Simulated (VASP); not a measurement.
# TiSi (zincblende type) (F-43m) in VASP: a series of runs

Runs on TiSi (zincblende type). Level: PBEsol. Tasks: single point, relaxation of cell and atoms.

Program: VASP 6.6.1. These are calculated values, not measurements. Logs are shortened: lines on timing, memory, paths and dates and some standing lists are left out, and cuts for length are marked.

### 1 The cell of the first run

It takes space group F-43m (No. 216, cubic). The conventional cell has a = 4.959 Å, b = 4.959 Å, c = 4.959 Å, α = 90.00°, β = 90.00°, γ = 90.00°. Ti (site symmetry -43m) has 4 Si at 2.15 Å within 2.8 Å. Si (site symmetry -43m) has 4 Ti at 2.15 Å within 2.8 Å.

### 2 Single point, PBEsol

INCAR reads:

```
PREC = Accurate
ENCUT = 520
EDIFF = 1E-6
ISMEAR = -1
SIGMA = 0.08
LREAL = False
LASPH = True
NELM = 100
ALGO = Normal
ISIF = 2
LWAVE = False
LCHARG = False
GGA = PS
NBANDS = 15
```

KPOINTS reads:

```
Automatic mesh
0
Gamma
  12 12 12
```

POSCAR reads:

```
TiSi
1.0
    0.0000000000      2.4794437881      2.4794437881
    2.4794437881      0.0000000000      2.4794437881
    2.4794437881      2.4794437881      0.0000000000
Ti Si
1 1
Direct
    0.0000000000      0.0000000000      0.0000000000
    0.2500000000      0.2500000000      0.2500000000
```

Potentials or basis: VASP PAW PBE potentials, release 64 (Ti_sv, Si).

On the command line:

```sh
cat potpaw_PBE.64/Ti_sv/POTCAR potpaw_PBE.64/Si/POTCAR > POTCAR
mpirun -np 1 vasp_std > vasp.out
```

OUTCAR:

```text
PREC = Accurate
   ENCUT = 520
   EDIFF = 1E-6
   ISMEAR = -1
   LREAL = False
   LASPH = True
   NELM = 100
   ISIF = 2
   GGA = PS

 ion  position               nearest neighbor table
   1  0.000  0.000  0.000-   2 2.15   2 2.15   2 2.15   2 2.15
   2  0.250  0.250  0.250-   1 2.15   1 2.15   1 2.15   1 2.15

  LATTYP: Found a face centered cubic cell.
 ALAT       =     4.9588875762

  Lattice vectors:

 A1 = (   0.0000000000,   2.4794437881,   2.4794437881)
 A2 = (   2.4794437881,   0.0000000000,   2.4794437881)
 A3 = (   2.4794437881,   2.4794437881,   0.0000000000)

Analysis of symmetry for initial positions (statically):
=====================================================================
 Subroutine PRICEL returns:
 Original cell was already a primitive cell.

 Routine SETGRP: Setting up the symmetry group for a
 face centered cubic supercell.

 Subroutine GETGRP returns: Found 24 space group operations
 (whereof 24 operations were pure point group operations)
 out of a pool of 48 trial point group operations.

The static configuration has the point symmetry T_d .

Analysis of symmetry for dynamics (positions and initial velocities):
=====================================================================
 Subroutine PRICEL returns:
 Original cell was already a primitive cell.

 Routine SETGRP: Setting up the symmetry group for a
 face centered cubic supercell.

 Subroutine GETGRP returns: Found 24 space group operations
 (whereof 24 operations were pure point group operations)
 out of a pool of 48 trial point group operations.

The dynamic configuration has the point symmetry T_d .

 Subroutine INISYM returns: Found 24 space group operations
 (whereof 24 operations are pure point group operations),
 and found     1 'primitive' translations

----------------------------------------------------------------------------------------

                                     Primitive cell

  volume of cell :      30.4855

  direct lattice vectors                    reciprocal lattice vectors
     0.000000000  2.479443788  2.479443788    -0.201658131  0.201658131  0.201658131
     2.479443788  0.000000000  2.479443788     0.201658131 -0.201658131  0.201658131
     2.479443788  2.479443788  0.000000000     0.201658131  0.201658131 -0.201658131

  length of vectors
     3.506463032  3.506463032  3.506463032     0.349282128  0.349282128  0.349282128

  position of ions in fractional coordinates (direct lattice)
     0.000000000  0.000000000  0.000000000
     0.250000000  0.250000000  0.250000000

  ion indices of the primitive-cell ions
   primitive index   ion index
                 1           1
                 2           2

----------------------------------------------------------------------------------------

 KPOINTS: Automatic mesh

Automatic generation of k-mesh.
 Grid dimensions read from file:
 generate k-points for:   12   12   12

 Generating k-lattice:

  Cartesian coordinates                     Fractional coordinates (reciprocal lattice)
    -0.016804844  0.016804844  0.016804844     0.083333333  0.000000000  0.000000000
     0.016804844 -0.016804844  0.016804844     0.000000000  0.083333333  0.000000000
     0.016804844  0.016804844 -0.016804844     0.000000000  0.000000000  0.083333333

  Length of vectors
     0.029106844  0.029106844  0.029106844

  Shift w.r.t. Gamma in fractional coordinates (k-lattice)
     0.000000000  0.000000000  0.000000000

 Subroutine IBZKPT returns following result:
 ===========================================

 Found     72 irreducible k-points:

 Following reciprocal coordinates:
            Coordinates               Weight
  0.000000  0.000000  0.000000      1.000000
  0.083333  0.000000  0.000000      8.000000
  0.166667  0.000000  0.000000      8.000000
  0.250000  0.000000  0.000000      8.000000
  0.333333  0.000000  0.000000      8.000000
  0.416667  0.000000  0.000000      8.000000
[... 16 lines left out ...]
  0.500000  0.166667  0.000000     24.000000
 -0.416667  0.166667  0.000000     24.000000
 [... further k-points ...]
   k-points           NKPTS =     72   k-points in BZ     NKDIM =     72   number of bands    NBANDS=     15
   number of dos      NEDOS =    301   number of ions     NIONS =      2
   total plane-waves  NPLWV =  21952
   dimension x,y,z NGX =    28 NGY =   28 NGZ =   28
   dimension x,y,z NGXF=    56 NGYF=   56 NGZF=   56
   ions per type =               1   1
   NGX,Y,Z   is equivalent  to a cutoff of  13.28, 13.28, 13.28 a.u.
   NGXF,Y,Z  is equivalent  to a cutoff of  26.55, 26.55, 26.55 a.u.
 SYSTEM =  unknown system
   PREC   = accura    normal or accurate (medium, high low for compatibility)
   ISTART =      0    job   : 0-new  1-cont  2-samecut
   ICHARG =      2    charge: 1-file 2-atom 10-const
   ISPIN  =      1    spin polarized calculation?
   LNONCOLLINEAR =      F non collinear calculations
   LSORBIT =      F    spin-orbit coupling
[... 27 lines left out ...]
   LORBIT       =      0    0 simple, 1 ext, 2 COOP (PROOUT), +10 PAW based schemes
   GGA     = PS    functional components
   LHFCALC =     F    Hartree Fock is set to
   AEXX    =    0.0000 exact exchange contribution
   IVDW    =     0    specifies the selected vdW correction
   LEPSILON=     F    determine dielectric tensor
   LRPA    =     F    only Hartree local field effects (RPA)
 non-spin polarized calculation
  energy-cutoff  :      520.00
  volume of cell :       30.49
 maximum number of plane-waves:       869
 NGX is ok and might be reduce to    28
   NGX = 13   NGY = 13   NGZ = 13

 number of electron      16.0000003 magnetization

 Free energy of the ion-electron system (eV)
  ---------------------------------------------------
  ext. energy  EPLUGINS =         0.00000000
  ---------------------------------------------------
  free energy    TOTEN  =       -10.62207746 eV

  energy without entropy =      -10.60302897  energy(sigma->0) =      -10.61255321

 E-fermi :   8.2889     XC(G=0): -11.3670

 val. band max:        8.1737952868   @ k =   0.3333   0.2500   0.0000
 cond. band min:       8.3048281429   @ k =   0.4167   0.3333   0.0833
 fundamental gap:      0.1310328562
 Fermi energy:         8.2888695468

 k-point     1 :       0.0000    0.0000    0.0000
  band No.  band energies     occupation
      1     -47.4331      2.00000
      2     -23.9057      2.00000
      3     -23.9057      2.00000
      4     -23.9057      2.00000
      5      -1.4680      2.00000
      6       6.6193      2.00000
      7       6.6193      2.00000
      8       6.6193      2.00000
      9       9.4427      0.00000
     10       9.4427      0.00000
     11      16.8244      0.00000
     12      16.8244      0.00000
     13      16.8244      0.00000
     14      16.9262      0.00000
     15      19.5628      0.00000

 k-point     2 :       0.0833    0.0000    0.0000
  band No.  band energies     occupation
      1     -47.4320      2.00000
      2     -23.9166      2.00000
      3     -23.9072      2.00000
      4     -23.9072      2.00000
      5      -1.3409      2.00000
      6       6.4962      2.00000
      7       6.6708      2.00000
      8       6.6708      2.00000
      9       9.3976      0.00000
     10       9.3976      0.00000
     11      15.9953      0.00000
     12      16.8520      0.00000
     13      16.8520      0.00000
     14      17.3388      0.00000
     15      19.4743      0.00000

 k-point     3 :       0.1667    0.0000    0.0000
  band No.  band energies     occupation
      1     -47.4292      2.00000
      2     -23.9462      2.00000
      3     -23.9112      2.00000
      4     -23.9112      2.00000
      5      -0.9728      2.00000
      6       6.1671      2.00000
      7       6.7976      2.00000
      8       6.7976      2.00000
      9       9.3219      0.00000
     10       9.3219      0.00000
     11      14.6193      0.00000
     12      16.7692      0.00000
     13      16.7692      0.00000
     14      17.7554      0.00000
     15      19.2364      0.00000
[... 343 lines left out ...]
 k-point    23 :       0.5000    0.1667    0.0000
  band No.  band energies     occupation
      1     -47.4160      2.00000
      2     -24.0500      2.00000
      3     -23.9509      2.00000
      4     -23.9364      2.00000
      5       1.3399      2.00000
      6       4.8284      2.00000
      7       6.6301      2.00000
      8       7.2813      1.99999
      9       9.5686      0.00000
     10      10.1074      0.00000
     11      10.6181      0.00000
     12      13.8592      0.00000
     13      14.1133      0.00000
     14      16.8373      0.00000
     15      20.0937      0.00000

 k-point    24 :      -0.4167    0.1667    0.0000
  band No.  band energies     occupation
      1     -47.4157      2.00000
      2     -24.0514      2.00000
      3     -23.9559      2.00000
      4     -23.9334      2.00000
      5       1.4176      2.00000
      6       4.8414      2.00000
      7       6.5144      2.00000
      8       7.2891      1.99999
      9       9.7495      0.00000
     10       9.8315      0.00000
     11      10.7303      0.00000
     12      13.5390      0.00000
     13      14.4017      0.00000
     14      16.7346      0.00000
     15      20.0321      0.00000

 [... further k-points ...]
[... 5 lines left out ...]
  --------------------------------------------------------------------------------------
  -------------------------------------------------------------------------------------
  Total       10.7056031     10.7056031     10.7056031      0.0000000     -0.0000000     -0.0000000
  in kB      562.6378251    562.6378251    562.6378251      0.0000000     -0.0000000     -0.0000000
  external PRESSURE =     562.6378251 kB  Pullay stress =       0.0000000 kB

 VOLUME and BASIS-vectors are now :
 -----------------------------------------------------------------------------
  energy-cutoff  :      520.00
  volume of cell :       30.49
      direct lattice vectors                 reciprocal lattice vectors
     0.000000000  2.479443788  2.479443788    -0.201658131  0.201658131  0.201658131
     2.479443788  0.000000000  2.479443788     0.201658131 -0.201658131  0.201658131
     2.479443788  2.479443788  0.000000000     0.201658131  0.201658131 -0.201658131

 POSITION                                       TOTAL-FORCE (eV/Angst)
 -----------------------------------------------------------------------------------
      0.00000      0.00000      0.00000         0.000000      0.000000     -0.000000
      1.23972      1.23972      1.23972        -0.000000     -0.000000      0.000000
 -----------------------------------------------------------------------------------
    total drift:                                0.000001      0.000001      0.000001

  FREE ENERGIE OF THE ION-ELECTRON SYSTEM (eV)
  ---------------------------------------------------
  free  energy   TOTEN  =       -10.6220774602 eV

  energy  without entropy=      -10.6030289696  energy(sigma->0) =      -10.61255321
```

Run time: 51 s. Hardware: 1 thread of Intel Xeon Platinum 8259CL at 2.50GHz (Skylake/Cascade Lake), shared host; peak memory 0.17 GiB.

What came out:

```yaml
Free_energy: -10.6221 eV
Pressure: 56.3 GPa
Band_gap_on_the_k_mesh: zero (band 8 reaches 8.69 eV, above the bottom of band 9 at 7.80 eV)
```

Levels at points of the mesh, in eV from the Fermi level:
| k point | band 4 | band 5 | band 6 | band 7 | band 8 | band 9 | band 10 | band 11 | band 12 | band 13 |
| --- | --- | --- | --- | --- | --- | --- | --- | --- | --- | --- |
| (0.00, 0.00, 0.00) | -32.19 | -9.76 | -1.67 | -1.67 | -1.67 | 1.15 | 1.15 | 8.54 | 8.54 | 8.54 |
| (0.50, 0.00, 0.00) | -32.22 | -7.13 | -3.71 | -1.33 | -1.33 | 1.78 | 1.78 | 2.45 | 6.21 | 6.21 |
| (0.50, 0.50, 0.00) | -32.25 | -6.10 | -4.27 | -0.81 | 0.40 | 0.40 | 2.36 | 2.95 | 2.95 | 3.02 |

Caveat: the PAW data sets were made with another functional, which shifts forces and pressure a little.

### 3 Single point, PBEsol

INCAR reads:

```
SYSTEM = TiSi
PREC = Accurate ; ENCUT = 520
EDIFF = 1E-6 ; ISMEAR = -1
SIGMA = 0.08 ; LREAL = .FALSE.
LASPH = .TRUE. ; NELM = 80
ALGO = Normal ; ISIF = 2
LWAVE = .FALSE. ; LCHARG = .FALSE.
GGA = PS ; NBANDS = 15
```

KPOINTS reads:

```
regular mesh
0
G
  12 12 12
  0 0 0
```

POSCAR reads:

```
TiSi
1.0
    0.0000000000      2.4791115297      2.4791115297
    2.4791115297      0.0000000000      2.4791115297
    2.4791115297      2.4791115297      0.0000000000
Ti Si
1 1
Direct
    0.0000000000      0.0000000000      0.0000000000
    0.2500000000      0.2500000000      0.2500000000
```

Potentials or basis: VASP PAW PBE potentials, release 64 (Ti_sv, Si).

On the command line:

```sh
cat potpaw_PBE.64/Ti_sv/POTCAR potpaw_PBE.64/Si/POTCAR > POTCAR
mpirun -np 1 vasp_std > vasp.out
```

Wall time 42 s (1 thread of Intel Xeon Platinum 8259CL at 2.50GHz (Skylake/Cascade Lake), shared host); peak memory 0.18 GiB.

Results (log left out):

- Free energy: -10.6178 eV
- Pressure: 56.3 GPa
- Band gap on the k mesh: zero (band 8 reaches 8.69 eV, above the bottom of band 9 at 7.80 eV)

Levels at points of the mesh, in eV from the Fermi level:
| k point | band 5 | band 6 | band 7 | band 8 | band 9 | band 10 | band 11 | band 12 |
| --- | --- | --- | --- | --- | --- | --- | --- | --- |
| (0.00, 0.00, 0.00) | -9.76 | -1.67 | -1.67 | -1.67 | 1.15 | 1.15 | 8.54 | 8.54 |
| (0.50, 0.00, 0.00) | -7.13 | -3.71 | -1.33 | -1.33 | 1.78 | 1.78 | 2.45 | 6.22 |
| (0.50, 0.50, 0.00) | -6.10 | -4.27 | -0.81 | 0.40 | 0.40 | 2.36 | 2.95 | 2.95 |

Caveat: the PAW data sets were made with another functional, which shifts forces and pressure a little.

### 4 Relaxation of cell and atoms, PBEsol, target pressure 56 GPa, at which the enthalpy is minimised

This run uses another cell than the first one, of 13.49 Å³/atom, 0.885 times its volume.

INCAR reads:

```
SYSTEM = TiSi
PREC = Accurate ; ENCUT = 600
EDIFF = 1E-6 ; ISMEAR = -1
SIGMA = 0.08 ; LREAL = .FALSE.
LASPH = .TRUE. ; NELM = 60
ALGO = Normal ; ISIF = 3
LWAVE = .FALSE. ; LCHARG = .FALSE.
GGA = PS ; IBRION = 2
NSW = 60 ; EDIFFG = -0.005
PSTRESS = 560.0
```

KPOINTS reads:

```
Automatic mesh
0
G
  12 12 12
  0 0 0
```

POSCAR reads:

```
TiSi
1.0
    0.0000000000      2.3807465872      2.3807465872
    2.3807465872      0.0000000000      2.3807465872
    2.3807465872      2.3807465872      0.0000000000
Ti Si
1 1
Direct
    0.0000000000      0.0000000000      0.0000000000
    0.2500000000      0.2500000000      0.2500000000
```

On the command line:

```sh
cat potpaw_PBE.64/Ti_sv/POTCAR potpaw_PBE.64/Si/POTCAR > POTCAR
mpirun -np 1 vasp_std > vasp.out
```

Run time: 3.9 min. Hardware: 1 thread of Intel Xeon Platinum 8259CL at 2.50GHz (Skylake/Cascade Lake), shared host; peak memory 0.19 GiB.

It converged, with:

```
Free energy                                            : -10.6305 eV
Relaxed volume                                         : 15.26 Å³/atom
Relaxed cell                                           : a = 3.508 Å, b = 3.508 Å, c = 3.508 Å, α = 60.00°, β = 60.00°, γ = 60.00°
Space group after relaxing (to 0.05 Å)                 : F-43m (No. 216)
Energy change on relaxing (the enthalpy is what falls) : -775.8 meV/atom
Ionic steps                                            : 19
Pressure after relaxing                                : 56.0 GPa
Band gap on the k mesh                                 : zero (band 8 reaches 8.67 eV, above the bottom of band 9 at 7.79 eV)
```

Step by step:
```csv
step,energy change (eV),largest force (eV/Å),pressure (GPa),volume (Å³)
1,0.0000,0.0000,87.20,26.99
2,-3.2690,0.0000,17.40,38.61
3,-1.6510,0.0000,54.04,30.80
4,-1.5599,0.0000,55.79,30.54
5,-1.5340,0.0000,56.39,30.46
6,-1.5347,0.0000,56.37,30.46
7,-1.5368,0.0000,56.41,30.47
8,-1.5368,0.0000,56.38,30.47
9,-1.5369,0.0000,56.37,30.47
10,-1.5370,0.0000,56.36,30.47
11,-1.5371,0.0000,56.36,30.47
12,-1.5375,0.0000,56.34,30.47
13,-1.5382,0.0000,56.31,30.47
14,-1.5397,0.0000,56.34,30.48
15,-1.5425,0.0000,56.29,30.49
16,-1.5483,0.0000,56.14,30.50
17,-1.5598,0.0000,55.90,30.54
18,-1.5550,0.0000,55.92,30.52
19,-1.5516,0.0000,55.99,30.51
```

Final structure:
```yaml
crystal:
  lattice:
    - [0.00000, 2.48018, 2.48018]
    - [2.48018, 0.00000, 2.48018]
    - [2.48018, 2.48018, 0.00000]
  atoms:
    - { symbol: Ti, position: [0.00000, 0.00000, 0.00000] }
    - { symbol: Si, position: [0.25000, 0.25000, 0.25000] }
```

Levels at points of the mesh, in eV from the Fermi level:
```tsv
k point	band 4	band 5	band 6	band 7	band 8	band 9	band 10	band 11	band 12
(0.00, 0.00, 0.00)	-32.20	-9.75	-1.67	-1.67	-1.67	1.15	1.15	8.53	8.53
(0.50, 0.00, 0.00)	-32.22	-7.12	-3.71	-1.33	-1.33	1.78	1.78	2.45	6.21
(0.50, 0.50, 0.00)	-32.25	-6.10	-4.26	-0.81	0.40	0.40	2.36	2.95	2.95
```

Caveat: the cell is relaxed towards a set pressure, so the enthalpy falls and the energy may rise; the PAW data sets were made with another functional, which shifts forces and pressure a little.

### 5 Relaxation of cell and atoms, PBEsol, target pressure 56 GPa, at which the enthalpy is minimised

INCAR reads:

```
ALGO = Normal
EDIFF = 1E-7
EDIFFG = -0.005
ENCUT = 600
GGA = PS
IBRION = 2
ISIF = 3
ISMEAR = -1
LASPH = True
LCHARG = False
LREAL = False
LWAVE = False
NELM = 100
NSW = 32
PREC = Accurate
PSTRESS = 560.0
SIGMA = 0.08
```

KPOINTS reads:

```
k-points
0
Gamma
  12 12 12
```

POSCAR reads:

```
TiSi
1.0
    0.0000000000      2.4794437881      2.4794437881
    2.4794437881      0.0000000000      2.4794437881
    2.4794437881      2.4794437881      0.0000000000
Ti Si
1 1
Direct
    0.0000000000      0.0000000000      0.0000000000
    0.2500000000      0.2500000000      0.2500000000
```

On the command line:

```sh
cat potpaw_PBE.64/Ti_sv/POTCAR potpaw_PBE.64/Si/POTCAR > POTCAR
mpirun -np 1 vasp_std > vasp.out
```

Run time: 1.8 min. Hardware: 1 thread of Intel Xeon Platinum 8259CL at 2.50GHz (Skylake/Cascade Lake), shared host; peak memory 0.19 GiB.

The run converged. Its results:

- Free energy: -10.6327 eV
- Relaxed volume: 15.26 Å³/atom
- Relaxed cell: a = 3.508 Å, b = 3.508 Å, c = 3.508 Å, α = 60.00°, β = 60.00°, γ = 60.00°
- Space group after relaxing (to 0.05 Å): F-43m (No. 216)
- Energy change on relaxing (the enthalpy is what falls): -5.4 meV/atom
- Ionic steps: 3
- Pressure after relaxing: 56.0 GPa
- Band gap on the k mesh: zero (band 8 reaches 8.67 eV, above the bottom of band 9 at 7.79 eV)

The path:
| step | energy change (eV) | largest force (eV/Å) | pressure (GPa) | volume (Å³) |
| --- | --- | --- | --- | --- |
| 1 | 0.0000 | 0.0000 | 56.23 | 30.49 |
| 2 | -0.0340 | 0.0000 | 55.57 | 30.58 |
| 3 | -0.0108 | 0.0000 | 55.99 | 30.52 |

Final structure:
```yaml
crystal:
  lattice:
    - [0.00000, 2.48028, 2.48028]
    - [2.48028, 0.00000, 2.48028]
    - [2.48028, 2.48028, 0.00000]
  atoms:
    - { symbol: Ti, position: [0.00000, 0.00000, 0.00000] }
    - { symbol: Si, position: [0.25000, 0.25000, 0.25000] }
```

Levels at points of the mesh, in eV from the Fermi level:
| k point | band 4 | band 5 | band 6 | band 7 | band 8 | band 9 | band 10 | band 11 | band 12 |
| --- | --- | --- | --- | --- | --- | --- | --- | --- | --- |
| (0.00, 0.00, 0.00) | -32.20 | -9.75 | -1.67 | -1.67 | -1.67 | 1.15 | 1.15 | 8.53 | 8.53 |
| (0.50, 0.00, 0.00) | -32.22 | -7.12 | -3.71 | -1.33 | -1.33 | 1.78 | 1.78 | 2.45 | 6.21 |
| (0.50, 0.50, 0.00) | -32.25 | -6.10 | -4.26 | -0.81 | 0.40 | 0.40 | 2.36 | 2.95 | 2.95 |

Caveat: the cell is relaxed towards a set pressure, so the enthalpy falls and the energy may rise; the PAW data sets were made with another functional, which shifts forces and pressure a little.

### 6 Summary

```csv
task,cell,cutoff (eV),gap on the mesh (eV),pressure (GPa)
single point,"a = 3.506 Å, angles 60.0°, 2 atoms",520,none,56.3
relaxation of cell and atoms,"relaxed to 56 GPa from a = 3.367 Å, angles 60.0°, 2 atoms",600,none,56.0
relaxation of cell and atoms,"relaxed to 56 GPa from a = 3.506 Å, angles 60.0°, 2 atoms",600,none,56.0
```

Alike in all rows: level PBEsol; potentials or basis VASP PAW PBE potentials, release 64 (Ti_sv, Si); no spin polarisation; k mesh 12 × 12 × 12; smearing fermi-dirac 0.08 eV.

Caveats: the PAW data sets were made with another functional, which shifts forces and pressure a little; the cell is relaxed towards a set pressure, so the enthalpy falls and the energy may rise (some runs).

Absolute energies hang on the potentials; compare differences alone.
